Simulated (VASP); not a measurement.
# Co (P6_3/mmc) in VASP: a series of runs

Runs on Co. Level: PBEsol. Tasks: single point.

Program: VASP 6.6.1. These are calculated values, not measurements. Logs are shortened: lines on timing, memory, paths and dates and some standing lists are left out, and cuts for length are marked.

## Step 1: The cell of the first run

Symmetry: P6_3/mmc, No. 194, hexagonal system. The conventional cell has a = 2.553 Å, b = 2.553 Å, c = 8.283 Å, α = 90.00°, β = 90.00°, γ = 120.00°. Co (site symmetry -3m) has 12 Co at 2.54 to 2.55 Å within 3.4 Å. Co (site symmetry -6m2) has 12 Co at 2.54 to 2.55 Å within 3.4 Å.

## Step 2: Single point, PBEsol, collinear spin, ferromagnetic start (equal strain along all axes, cell held: +4.0 %)

Contents of INCAR:

```
PREC = Accurate
ENCUT = 520
EDIFF = 1E-6
ISMEAR = 0
SIGMA = 0.1
LREAL = False
LASPH = True
NELM = 150
ALGO = Normal
ISIF = 2
LWAVE = False
LCHARG = True
ISPIN = 2
MAGMOM = 1.83 1.83 1.83 1.83
LORBIT = 11
LMAXMIX = 4
GGA = PS
LELF = True
LVHAR = True
NBANDS = 30
```

Contents of KPOINTS:

```
regular mesh
0
Gamma
  24 24 8
```

Contents of POSCAR:

```
Co
1.0
    2.5534195117      0.0000000000      0.0000000000
   -1.2767097559      2.2113261637      0.0000000000
    0.0000000000      0.0000000000      8.2834345128
Co
4
Direct
    0.0000000000      0.0000000000      0.0000000000
    0.3333333333      0.6666666667      0.2500000000
    0.0000000000      0.0000000000      0.5000000000
    0.6666666667      0.3333333333      0.7500000000
```

Potentials or basis: VASP PAW PBE potentials, release 64 (Co).

Run with:

```console
cat potpaw_PBE.64/Co/POTCAR > POTCAR
mpirun -np 1 vasp_std > vasp.out
```

OUTCAR:

```text
PREC = Accurate
   ENCUT = 520
   EDIFF = 1E-6
   ISMEAR = 0
   LREAL = False
   LASPH = True
   NELM = 150
   ISIF = 2
   ISPIN = 2
   LORBIT = 11
   GGA = PS

 ion  position               nearest neighbor table
   1  0.000  0.000  0.000-   2 2.54   4 2.54   4 2.54   2 2.54   4 2.54   2 2.54
   2  0.333  0.667  0.250-   1 2.54   3 2.54   1 2.54   3 2.54   1 2.54   3 2.54
   3  0.000  0.000  0.500-   2 2.54   4 2.54   4 2.54   2 2.54   4 2.54   2 2.54
   4  0.667  0.333  0.750-   1 2.54   3 2.54   1 2.54   3 2.54   1 2.54   3 2.54

  LATTYP: Found a hexagonal cell.
 ALAT       =     2.5534195117
 C/A-ratio  =     3.2440554616

  Lattice vectors:

 A1 = (   2.5534195117,   0.0000000000,   0.0000000000)
 A2 = (  -1.2767097559,   2.2113261637,   0.0000000000)
 A3 = (   0.0000000000,   0.0000000000,   8.2834345128)

Analysis of symmetry for initial positions (statically):
=====================================================================
 Subroutine PRICEL returns:
 Original cell was already a primitive cell.

 Routine SETGRP: Setting up the symmetry group for a
 hexagonal supercell.

 Subroutine GETGRP returns: Found 24 space group operations
 (whereof 12 operations were pure point group operations)
 out of a pool of 24 trial point group operations.

The static configuration has the point symmetry D_3d.
 The point group associated with its full space group is D_6h.

Analysis of symmetry for dynamics (positions and initial velocities):
=====================================================================
 Subroutine PRICEL returns:
 Original cell was already a primitive cell.

 Routine SETGRP: Setting up the symmetry group for a
 hexagonal supercell.

 Subroutine GETGRP returns: Found 24 space group operations
 (whereof 12 operations were pure point group operations)
 out of a pool of 24 trial point group operations.

The dynamic configuration has the point symmetry D_3d.
 The point group associated with its full space group is D_6h.

Analysis of structural, dynamic, and magnetic symmetry:
=====================================================================
 Subroutine PRICEL returns:
 Original cell was already a primitive cell.

 Routine SETGRP: Setting up the symmetry group for a
 hexagonal supercell.

 Subroutine GETGRP returns: Found 24 space group operations
 (whereof 12 operations were pure point group operations)
 out of a pool of 24 trial point group operations.

The overall configuration has the point symmetry D_3d.
 The point group associated with its full space group is D_6h.

 Subroutine INISYM returns: Found 24 space group operations
 (whereof 12 operations are pure point group operations),
 and found     1 'primitive' translations

----------------------------------------------------------------------------------------

                                     Primitive cell

  volume of cell :      46.7719

  direct lattice vectors                    reciprocal lattice vectors
     2.553419512  0.000000000  0.000000000     0.391631691  0.226108662  0.000000000
    -1.276709756  2.211326164  0.000000000     0.000000000  0.452217324  0.000000000
     0.000000000  0.000000000  8.283434513     0.000000000  0.000000000  0.120722871

  length of vectors
     2.553419512  2.553419512  8.283434513     0.452217324  0.452217324  0.120722871

  position of ions in fractional coordinates (direct lattice)
     0.000000000  0.000000000  0.000000000
     0.333333333  0.666666667  0.250000000
     0.000000000  0.000000000  0.500000000
     0.666666667  0.333333333  0.750000000

  ion indices of the primitive-cell ions
   primitive index   ion index
                 1           1
                 2           2
                 3           3
                 4           4

----------------------------------------------------------------------------------------

 KPOINTS: regular mesh

Automatic generation of k-mesh.
 Grid dimensions read from file:
 generate k-points for:   24   24    8

 Generating k-lattice:

  Cartesian coordinates                     Fractional coordinates (reciprocal lattice)
     0.016317987  0.009421194  0.000000000     0.041666667  0.000000000  0.000000000
     0.000000000  0.018842388  0.000000000     0.000000000  0.041666667  0.000000000
     0.000000000  0.000000000  0.015090359     0.000000000  0.000000000  0.125000000

  Length of vectors
     0.018842388  0.018842388  0.015090359

  Shift w.r.t. Gamma in fractional coordinates (k-lattice)
     0.000000000  0.000000000  0.000000000

 Subroutine IBZKPT returns following result:
 ===========================================

 Found    305 irreducible k-points:

 Following reciprocal coordinates:
            Coordinates               Weight
  0.000000  0.000000  0.000000      1.000000
  0.041667 -0.000000  0.000000      6.000000
  0.083333  0.000000  0.000000      6.000000
  0.125000  0.000000  0.000000      6.000000
  0.166667  0.000000  0.000000      6.000000
  0.208333  0.000000  0.000000      6.000000
[... 16 lines left out ...]
  0.416667  0.041667  0.000000     12.000000
  0.458333  0.041667  0.000000     12.000000
 [... further k-points ...]
   k-points           NKPTS =    305   k-points in BZ     NKDIM =    305   number of bands    NBANDS=     30
   number of dos      NEDOS =    301   number of ions     NIONS =      4
   total plane-waves  NPLWV =  25600
   dimension x,y,z NGX =    20 NGY =   20 NGZ =   64
   dimension x,y,z NGXF=    40 NGYF=   40 NGZF=  128
   ions per type =               4
   NGX,Y,Z   is equivalent  to a cutoff of  13.02, 13.02, 12.84 a.u.
   NGXF,Y,Z  is equivalent  to a cutoff of  26.04, 26.04, 25.69 a.u.
 SYSTEM =  unknown system
   PREC   = accura    normal or accurate (medium, high low for compatibility)
   ISTART =      0    job   : 0-new  1-cont  2-samecut
   ICHARG =      2    charge: 1-file 2-atom 10-const
   ISPIN  =      2    spin polarized calculation?
   LNONCOLLINEAR =      F non collinear calculations
   LSORBIT =      F    spin-orbit coupling
   LASPH  =      T    aspherical Exc in radial PAW
   ENCUT  =  520.0 eV  38.22 Ry    6.18 a.u.   4.75  4.75 15.40*2*pi/ulx,y,z
   NELM   =    150;   NELMIN=  2; NELMDL= -5     # of ELM steps
   EDIFF  = 0.1E-05   stopping-criterion for ELM
   LREAL  =      F    real-space projection
   EDIFFG = 0.1E-04   stopping-criterion for IOM
   NSW    =      0    number of steps for IOM
   IBRION =     -1    ionic relax: 0-MD 1-quasi-New 2-CG
   NFREE  =      0    steps in history (QN), initial steepest desc. (CG)
   ISIF   =      2    stress and relaxation
   ISYM   =      2    0-nonsym 1-usesym 2-fastsym
   POTIM  = 0.5000    time-step for ionic-motion
   TEBEG  =    0.0;   TEEND  =   0.0 temperature during run
   PSTRESS=    0.0 pullay stress
   NELECT =      36.0000    total number of electrons
   NUPDOWN=      -1.0000    fix difference up-down
   EMIN   =  10.00;   EMAX   =-10.00  energy-range for DOS
   EFERMI =   0.00;   METHOD = LEGACY
   ISMEAR =     0;   SIGMA  =   0.10  broadening in eV -4-tet -1-fermi 0-gaus
   EFERMI_NEDOS =   21; number of points for ismear=-14 and -15
   IALGO  =     38    algorithm
   IMIX   =      4    mixing-type and parameters
     AMIX     =   0.40;   BMIX     =  1.00
     AMIX_MAG =   1.60;   BMIX_MAG =  1.00
  volume/ion in A,a.u.               =      11.69        78.91
  Fermi-wavevector in a.u.,A,eV,Ry     =   1.500308  2.835172 30.625696  2.250925
  Thomas-Fermi vector in A             =   2.611825
   LORBIT       =     11    0 simple, 1 ext, 2 COOP (PROOUT), +10 PAW based schemes
   GGA     = PS    functional components
   LHFCALC =     F    Hartree Fock is set to
   AEXX    =    0.0000 exact exchange contribution
   IVDW    =     0    specifies the selected vdW correction
   LEPSILON=     F    determine dielectric tensor
   LRPA    =     F    only Hartree local field effects (RPA)
 spin polarized calculation
 Gauss-broadening in eV      SIGMA  =   0.10
  energy-cutoff  :      520.00
  volume of cell :       46.77
 maximum number of plane-waves:      1284
 NGX is ok and might be reduce to    20
   NGX =  9   NGY =  9   NGZ = 31

 number of electron      36.0000008 magnetization       6.6703867

 Free energy of the ion-electron system (eV)
  ---------------------------------------------------
  ext. energy  EPLUGINS =         0.00000000
  ---------------------------------------------------
  free energy    TOTEN  =       -30.51366837 eV

  energy without entropy =      -30.49428365  energy(sigma->0) =      -30.50397601

 E-fermi :   9.1216     XC(G=0): -13.1420

 val. band max:        9.1193938744   @ k =   0.4583   0.0417   0.3750
 cond. band min:       9.1218566120   @ k =   0.2083   0.1250   0.5000
 fundamental gap:      0.0024627377
 Fermi energy:         9.1215743062

 spin component 1

 k-point     1 :       0.0000    0.0000    0.0000
  band No.  band energies     occupation
      1       0.5150      1.00000
      2       2.6374      1.00000
      3       2.6591      1.00000
      4       4.2449      1.00000
      5       6.2511      1.00000
      6       6.2789      1.00000
[... 781 lines left out ...]
     29      20.6993      0.00000
     30      21.3681      0.00000

 [... further k-points ...]

 spin component 2

 k-point     1 :       0.0000    0.0000    0.0000
  band No.  band energies     occupation
      1       0.5653      1.00000
      2       2.7600      1.00000
      3       2.7651      1.00000
      4       5.2121      1.00000
      5       7.6480      1.00000
      6       7.7019      1.00000
[... 781 lines left out ...]
     29      21.2826      0.00000
     30      21.9036      0.00000

 [... further k-points ...]

------------------------ aborting loop because EDIFF is reached ----------------------------------------

  FORCE on cell =-STRESS in cart. coord.  units (eV):
  Direction    XX          YY          ZZ          XY          YZ          ZX
  --------------------------------------------------------------------------------------
  -------------------------------------------------------------------------------------
  Total       -6.4593521     -6.4593521     -6.4543623      0.0000000     -0.0000000     -0.0000000
  in kB     -221.2657143   -221.2657143   -221.0947858      0.0000000     -0.0000000     -0.0000000
  external PRESSURE =    -221.2087381 kB  Pullay stress =       0.0000000 kB

 VOLUME and BASIS-vectors are now :
 -----------------------------------------------------------------------------
  energy-cutoff  :      520.00
  volume of cell :       46.77
      direct lattice vectors                 reciprocal lattice vectors
     2.553419512  0.000000000  0.000000000     0.391631691  0.226108662  0.000000000
    -1.276709756  2.211326164  0.000000000     0.000000000  0.452217324  0.000000000
     0.000000000  0.000000000  8.283434513     0.000000000  0.000000000  0.120722871

 POSITION                                       TOTAL-FORCE (eV/Angst)
 -----------------------------------------------------------------------------------
      0.00000      0.00000      0.00000         0.000000      0.000000     -0.000000
     -0.00000      1.47422      2.07086        -0.000000     -0.000000      0.000000
      0.00000      0.00000      4.14172         0.000000      0.000000     -0.000000
      1.27671      0.73711      6.21258         0.000000      0.000000     -0.000000
 -----------------------------------------------------------------------------------
    total drift:                                0.000000     -0.000000      0.000000

  FREE ENERGIE OF THE ION-ELECTRON SYSTEM (eV)
  ---------------------------------------------------
  free  energy   TOTEN  =       -30.5136683711 eV

  energy  without entropy=      -30.4942836478  energy(sigma->0) =      -30.50397601

 total charge

# of ion       s       p       d       tot
------------------------------------------
    1        0.461   0.463   7.212   8.136
    2        0.460   0.465   7.207   8.132
    3        0.461   0.463   7.212   8.136
    4        0.460   0.465   7.207   8.132
--------------------------------------------------
tot          1.841   1.856  28.838  32.535

 magnetization (x)

# of ion       s       p       d       tot
------------------------------------------
    1       -0.013  -0.047   1.749   1.689
    2       -0.013  -0.049   1.764   1.702
    3       -0.013  -0.047   1.749   1.689
    4       -0.013  -0.049   1.764   1.702
--------------------------------------------------
tot         -0.053  -0.192   7.027   6.782
```

It took 30 min on 1 thread of Oxide Virtual Turin-like, shared host; peak memory 0.58 GiB.

Results:

```
Free energy                                           : -30.5137 eV
Pressure                                              : -22.1 GPa
Net moment                                            : 6.67 μB per cell
Site moments                                          : Co +1.69, +1.70 (each value once) μB
Valence electrons inside the program's atomic spheres : Co 8.14, 8.13 (each value once)
```

Caveat: the cell differs from its parent crystal (equal strain along all axes, cell held: +4.0 %); the cell stands under tension; the PAW data sets were made with another functional, which shifts forces and pressure a little.

## Step 3: Single point, PBEsol, collinear spin, ferromagnetic start

This run uses another cell than the first one, of 9.44 Å³/atom.

Contents of INCAR:

```
SYSTEM = Co
  PREC = Accurate
  ENCUT = 520
  EDIFF = 1E-6
  ISMEAR = 0
  SIGMA = 0.1
  LREAL = .FALSE.
  LASPH = .TRUE.
  NELM = 150
  ALGO = Fast
  ISIF = 2
  LWAVE = .FALSE.
  LCHARG = .FALSE.
  ISPIN = 2
  MAGMOM = 1.77 1.79 1.77 1.79
  LORBIT = 11
  LMAXMIX = 4
  GGA = PS
  NBANDS = 30
```

Contents of KPOINTS:

```
Automatic mesh
0
G
  18 18 6
  0 0 0
```

Contents of POSCAR:

```
Co
1.0
    2.3791159876      0.0000000000      0.0000000000
   -1.1895579938      2.0603748839      0.0000000000
    0.0000000000      0.0000000000      7.7023198369
Co
4
Direct
    0.0000000000      0.0000000000      0.0000000000
    0.3333333333      0.6666666667      0.2500000000
    0.0000000000      0.0000000000      0.5000000000
    0.6666666667      0.3333333333      0.7500000000
```

Potentials or basis: VASP PAW PBE potentials, release 64 (Co).

Run with:

```console
cat potpaw_PBE.64/Co/POTCAR > POTCAR
mpirun -np 1 vasp_std > vasp.out
```

Wall time 9.2 min (1 thread of Oxide Virtual Turin-like, shared host); peak memory 0.3 GiB.

It converged, with:

| Property | Result |
| --- | --- |
| Free energy | -30.6295 eV |
| Pressure | 28.5 GPa |
| Net moment | 6.13 μB per cell |
| Site moments | Co +1.51, +1.53 (each value once) μB |
| Valence electrons inside the program's atomic spheres | Co 8.59, 8.58 (each value once) |

Stress tensor (GPa, compression positive):
```
28.52  0.00  0.00
 0.00 28.52  0.00
 0.00  0.00 28.42
```

Levels at points of the mesh, in eV from the Fermi level:
Spin up:
```tsv
k point	band 18	band 19	band 20	band 21	band 22	band 23	band 24	band 25
(0.00, 0.00, 0.00)	-1.40	-1.40	-1.01	-1.01	-0.51	-0.51	-0.29	7.61
(0.50, 0.00, 0.00)	-0.27	-0.24	-0.21	0.24	1.48	3.00	3.67	8.20
(0.00, 0.00, 0.50)	-1.58	-1.58	-1.58	-0.73	-0.73	-0.73	-0.73	10.72
(0.50, 0.00, 0.50)	-0.44	-0.28	-0.28	1.56	1.56	3.27	3.27	8.51
```
Spin down:
| k point | band 10 | band 11 | band 12 | band 13 | band 14 | band 15 | band 16 | band 17 | band 18 | band 19 |
| --- | --- | --- | --- | --- | --- | --- | --- | --- | --- | --- |
| (0.00, 0.00, 0.00) | -1.46 | -1.35 | -1.09 | -1.09 | -1.03 | -1.03 | -0.21 | -0.07 | -0.07 | 0.36 |
| (0.50, 0.00, 0.00) | -1.52 | -0.98 | -0.23 | -0.20 | 0.57 | 1.33 | 1.35 | 1.40 | 1.41 | 1.51 |
| (0.00, 0.00, 0.50) | -1.36 | -1.36 | -1.36 | -1.22 | -1.22 | -1.22 | -1.22 | 0.17 | 0.17 | 0.17 |
| (0.50, 0.00, 0.50) | -1.16 | -1.03 | -1.03 | -0.29 | -0.29 | 0.90 | 0.90 | 1.35 | 1.35 | 1.50 |

Caveat: the cell stands under pressure; the PAW data sets were made with another functional, which shifts forces and pressure a little.
